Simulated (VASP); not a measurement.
# NaCl (Fm-3m) in VASP: G0W0 quasiparticle levels with PBE

Aim: the G0W0 quasiparticle levels of NaCl with PBE.

Program: VASP 6.6.1. These are calculated values, not measurements. Logs are shortened: lines on timing, memory, paths and dates and some standing lists are left out, and cuts for length are marked.

## Step 1: The cell of the first run

It takes space group Fm-3m (No. 225, cubic). The conventional cell has a = 5.605 Å, b = 5.605 Å, c = 5.605 Å, α = 90.00°, β = 90.00°, γ = 90.00°. Na (site symmetry m-3m) has 6 Cl at 2.80 Å within 3.7 Å. Within 3.7 Å of Cl (site symmetry m-3m) lie 6 Na at 2.80 Å.

## Step 2: G0W0 quasiparticle levels, PBE

Input file POSCAR:

```
NaCl
1.0
    0.0000000000      2.8026987877      2.8026987877
    2.8026987877      0.0000000000      2.8026987877
    2.8026987877      2.8026987877      0.0000000000
Na Cl
1 1
Direct
    0.0000000000      0.0000000000      0.0000000000
    0.5000000000      0.5000000000      0.5000000000
```

Input file INCAR.step1:

```
PREC = Accurate
ENCUT = 500
EDIFF = 1E-8
ISMEAR = 0
SIGMA = 0.01
LREAL = False
LASPH = True
NELM = 80
ALGO = Normal
LWAVE = True
LCHARG = False
GGA = PE
```

Input file INCAR.step2:

```
PREC = Accurate
ENCUT = 500
EDIFF = 1E-8
ISMEAR = 0
SIGMA = 0.01
LREAL = False
LASPH = True
NELM = 1
ALGO = Exact
LWAVE = True
LCHARG = False
GGA = PE
NBANDS = 173
LOPTICS = True
ISTART = 1
```

Input file INCAR.step3:

```
PREC = Accurate
ENCUT = 500
EDIFF = 1E-8
ISMEAR = 0
SIGMA = 0.01
LREAL = False
LASPH = True
ALGO = EVGW0
LWAVE = False
LCHARG = False
GGA = PE
NELMGW = 1
NBANDS = 173
ENCUTGW = 140.0
NOMEGA = 96
PRECFOCK = Fast
ISTART = 1
NBANDSGW = 16
OMEGAMAX = 20
```

Input file KPOINTS:

```
Automatic mesh
0
Gamma
  4 4 4
```

Potentials or basis: VASP PAW PBE potentials, release 64 (Na_sv_GW, Cl_GW).

Run with:

```console
> cat potpaw_PBE.64/Na_sv_GW/POTCAR potpaw_PBE.64/Cl_GW/POTCAR > POTCAR
> cp INCAR.step1 INCAR
> mpirun -np 1 vasp_std > vasp.out
> cp INCAR.step2 INCAR
> mpirun -np 1 vasp_std > vasp.out
> cp INCAR.step3 INCAR
> mpirun -np 1 vasp_std > vasp.out
```

OUTCAR:

```text
PREC = Accurate
   ENCUT = 500
   EDIFF = 1E-8
   ISMEAR = 0
   LREAL = False
   LASPH = True
   GGA = PE
   NELMGW = 1
   ENCUTGW = 140.0
   PRECFOCK = Fast
   ISTART = 1

 ion  position               nearest neighbor table
   1  0.000  0.000  0.000-
   2  0.500  0.500  0.500-

  LATTYP: Found a face centered cubic cell.
 ALAT       =     5.6053975754

  Lattice vectors:

 A1 = (   0.0000000000,   2.8026987877,   2.8026987877)
 A2 = (   2.8026987877,   0.0000000000,   2.8026987877)
 A3 = (   2.8026987877,   2.8026987877,   0.0000000000)

Analysis of symmetry for initial positions (statically):
=====================================================================
 Subroutine PRICEL returns:
 Original cell was already a primitive cell.

 Routine SETGRP: Setting up the symmetry group for a
 face centered cubic supercell.

 Subroutine GETGRP returns: Found 48 space group operations
 (whereof 48 operations were pure point group operations)
 out of a pool of 48 trial point group operations.

The static configuration has the point symmetry O_h .

Analysis of symmetry for dynamics (positions and initial velocities):
=====================================================================
 Subroutine PRICEL returns:
 Original cell was already a primitive cell.

 Routine SETGRP: Setting up the symmetry group for a
 face centered cubic supercell.

 Subroutine GETGRP returns: Found 48 space group operations
 (whereof 48 operations were pure point group operations)
 out of a pool of 48 trial point group operations.

The dynamic configuration has the point symmetry O_h .

 Subroutine INISYM returns: Found 48 space group operations
 (whereof 48 operations are pure point group operations),
 and found     1 'primitive' translations

----------------------------------------------------------------------------------------

                                     Primitive cell

  volume of cell :      44.0311

  direct lattice vectors                    reciprocal lattice vectors
     0.000000000  2.802698788  2.802698788    -0.178399478  0.178399478  0.178399478
     2.802698788  0.000000000  2.802698788     0.178399478 -0.178399478  0.178399478
[... 46 lines left out ...]
  0.500000  0.250000  0.000000     24.000000
 -0.250000  0.250000  0.000000     12.000000
  0.500000  0.500000  0.000000      3.000000
 -0.250000  0.500000  0.250000      6.000000
   k-points           NKPTS =      8   k-points in BZ     NKDIM =     64   number of bands    NBANDS=    173
   number of dos      NEDOS =    301   number of ions     NIONS =      2
   total plane-waves  NPLWV =  27000
   dimension x,y,z NGX =    30 NGY =   30 NGZ =   30
   dimension x,y,z NGXF=    60 NGYF=   60 NGZF=   60
   ions per type =               1   1
   NGX,Y,Z   is equivalent  to a cutoff of  12.58, 12.58, 12.58 a.u.
   NGXF,Y,Z  is equivalent  to a cutoff of  25.17, 25.17, 25.17 a.u.
 SYSTEM =  unknown system
   PREC   = accura    normal or accurate (medium, high low for compatibility)
   ISTART =      1    job   : 0-new  1-cont  2-samecut
   ICHARG =      0    charge: 1-file 2-atom 10-const
   ISPIN  =      1    spin polarized calculation?
   LNONCOLLINEAR =      F non collinear calculations
   LSORBIT =      F    spin-orbit coupling
   LASPH  =      T    aspherical Exc in radial PAW
   ENCUT  =  500.0 eV  36.75 Ry    6.06 a.u.   7.23  7.23  7.23*2*pi/ulx,y,z
   NELM   =     60;   NELMIN=  2; NELMDL=  0     # of ELM steps
   EDIFF  = 0.1E-07   stopping-criterion for ELM
   LREAL  =      F    real-space projection
   EDIFFG = 0.1E-06   stopping-criterion for IOM
   NSW    =      0    number of steps for IOM
   IBRION =     -1    ionic relax: 0-MD 1-quasi-New 2-CG
   NFREE  =      0    steps in history (QN), initial steepest desc. (CG)
   ISIF   =      0    stress and relaxation
   ISYM   =      3    0-nonsym 1-usesym 2-fastsym
   POTIM  = 0.5000    time-step for ionic-motion
   TEBEG  =    0.0;   TEEND  =   0.0 temperature during run
   PSTRESS=    0.0 pullay stress
   NELECT =      16.0000    total number of electrons
   NUPDOWN=      -1.0000    fix difference up-down
   EMIN   =  10.00;   EMAX   =-10.00  energy-range for DOS
   EFERMI =   0.00;   METHOD = LEGACY
   ISMEAR =     0;   SIGMA  =   0.01  broadening in eV -4-tet -1-fermi 0-gaus
   EFERMI_NEDOS =   21; number of points for ismear=-14 and -15
   IALGO  =     38    algorithm
   IMIX   =      4    mixing-type and parameters
     AMIX     =   0.40;   BMIX     =  1.00
     AMIX_MAG =   1.60;   BMIX_MAG =  1.00
  volume/ion in A,a.u.               =      22.02       148.57
  Fermi-wavevector in a.u.,A,eV,Ry     =   1.168230  2.207635 18.568709  1.364762
  Thomas-Fermi vector in A             =   2.304720
   LORBIT       =      0    0 simple, 1 ext, 2 COOP (PROOUT), +10 PAW based schemes
   GGA     = PE    functional components
   LHFCALC =     T    Hartree Fock is set to
   PRECFOCK=fast      Normal, Fast or Accurate (Low or Medium for compatibility)
   ENCUT4O =  -1.0   cutoff for four orbital integrals eV
   NKREDX  =     1    reduce k-point grid by
   NKREDY  =     1    reduce k-point grid by
   NKREDZ  =     1    reduce k-point grid by
   AEXX    =    1.0000 exact exchange contribution
   HFSCREEN=    0.0000 screening length (either q_TF or 0.3 A-1)
   HFSCREENC=   0.0000 screening length for correlation (either q_TF or 0.3 A-1)
   ENCUTFOCK=  -1.0 apply spherical cutoff to Coloumb kernel
   IVDW    =     0    specifies the selected vdW correction
   LEPSILON=     F    determine dielectric tensor
   LRPA    =     F    only Hartree local field effects (RPA)
   LRPAFORCE           =     F    calculate RPA forces
   ENCUTGW             = 140.0    cutoff for response function in eV
   ENCUTGWSOFT         = 112.0    soft cutoff for Coulomb kernel in GW response function in eV
   ENCUTLF             =  -1.0    cutoff for local field effects
   NELMGW              =     1    number of iterations in solving QP/BSE equation
   NELMHF              =     1    number of iterations in the inner HF iteration
   NKREDLFX            =     1    NKREDLFY  =   1   NKREDLFZ  =   1
 non-spin polarized calculation
 Gauss-broadening in eV      SIGMA  =   0.01
  energy-cutoff  :      500.00
  volume of cell :       44.03
 maximum number of plane-waves:      1139
 NGX is ok and might be reduce to    30
  NGX = 16; NGY = 16; NGZ = 16
   NGX = 15   NGY = 15   NGZ = 15
 maximum number of plane-waves:       174

 QP shifts <psi_nk| G(iteration)W_0 |psi_nk>: iteration 1
 for sc-GW calculations column KS-energies equals QP-energies in previous step
 and V_xc(KS)=  KS-energies - (<T + V_ion + V_H > + <T+V_H+V_ion>^1  + <V_x>^1)

 k-point   1 :       0.0000    0.0000    0.0000
  band No.  KS-energies  QP-energies   sigma(KS)   V_xc(KS)     V^pw_x(r,r')   Z            occupation Imag(sigma)

      1     -49.6776     -58.9141     -41.2099     -29.2757     -49.1358       0.7739       2.0000       0.2268
      2     -21.6140     -27.4233     -35.4883     -28.3192     -41.3602       0.8103       2.0000       0.0429
      3     -21.6140     -27.4233     -35.4883     -28.3192     -41.3602       0.8103       2.0000       0.0429
      4     -21.6140     -27.4233     -35.4883     -28.3192     -41.3602       0.8103       2.0000       0.0429
      5     -13.5287     -14.7311     -16.7575     -14.9605     -24.2385       0.6691       2.0000       1.2592
      6      -0.8287      -2.8039     -17.0164     -14.5494     -18.9195       0.8006       2.0000       0.0305
[... 135 lines left out ...]
      2     -21.6289     -27.4121     -35.4368     -28.2685     -41.3041       0.8068       2.0000       0.0443
      3     -21.6289     -27.4121     -35.4368     -28.2685     -41.3041       0.8068       2.0000       0.0443
      4     -21.6248     -27.4078     -35.4391     -28.2780     -41.3138       0.8076       2.0000       0.0499
      5     -13.1090     -14.3304     -17.2197     -15.4773     -24.5964       0.7010       2.0000       1.1448
      6      -2.0499      -4.2033     -15.8847     -13.1469     -17.9506       0.7866       2.0000       0.0366
[... 8 lines left out ...]
     15      15.3794      16.8617      -8.3679     -10.2238      -4.0289       0.7987       0.0000      -0.1685
     16      15.8845      17.7106      -9.5633     -11.8718      -5.0696       0.7911       0.0000      -0.1583
```

OUTCAR.step1:

```text
PREC = Accurate
   ENCUT = 500
   EDIFF = 1E-8
   ISMEAR = 0
   LREAL = False
[... 323 lines left out ...]
      0.00000      0.00000      0.00000         0.000000      0.000000     -0.000000
      2.80270      2.80270      2.80270        -0.000000     -0.000000      0.000000
 -----------------------------------------------------------------------------------
    total drift:                               -0.000000      0.000000      0.000000

  FREE ENERGIE OF THE ION-ELECTRON SYSTEM (eV)
  ---------------------------------------------------
  free  energy   TOTEN  =        -8.8495404532 eV

  energy  without entropy=       -8.8495404532  energy(sigma->0) =       -8.84954045
```

OUTCAR.step2:

```text
PREC = Accurate
   ENCUT = 500
   EDIFF = 1E-8
   ISMEAR = 0
   LREAL = False
[... 721 lines left out ...]
     0.00000     2.79257     2.79257     2.79257    -0.00000    -0.00000     0.00000
     2.22044     2.90204     2.90204     2.90204    -0.00000    -0.00000     0.00000
     4.44087     3.47122     3.47122     3.47122    -0.00000    -0.00000     0.00000
     6.66131     6.01262     6.01262     6.01262    -0.00000    -0.00000     0.00000
     8.88174    -1.77223    -1.77223    -1.77223     0.00000     0.00000    -0.00000
    11.10218    -1.74153    -1.74153    -1.74153    -0.00000    -0.00000     0.00000
[... 92 lines left out ...]
   217.60265     0.98993     0.98993     0.98993     0.00000     0.00000    -0.00000
   219.82309     0.99016     0.99016     0.99016     0.00000     0.00000    -0.00000
```

Run time: 83 s. Hardware: 1 thread of Intel Xeon 6975P-C (Granite Rapids), shared host; peak memory 0.46 GiB.

What came out:

* Quasiparticle gap: 8.03 eV
* Least direct quasiparticle gap: 8.03 eV
* Band gap of the starting levels on the mesh: 5.19 eV
* Least direct gap of the starting levels on the mesh: 5.19 eV

Caveat: the k points lie up to 0.49 Å⁻¹ apart; bands, screening cutoff and mesh are small and nothing is extrapolated, so the quasiparticle values aren't converged.
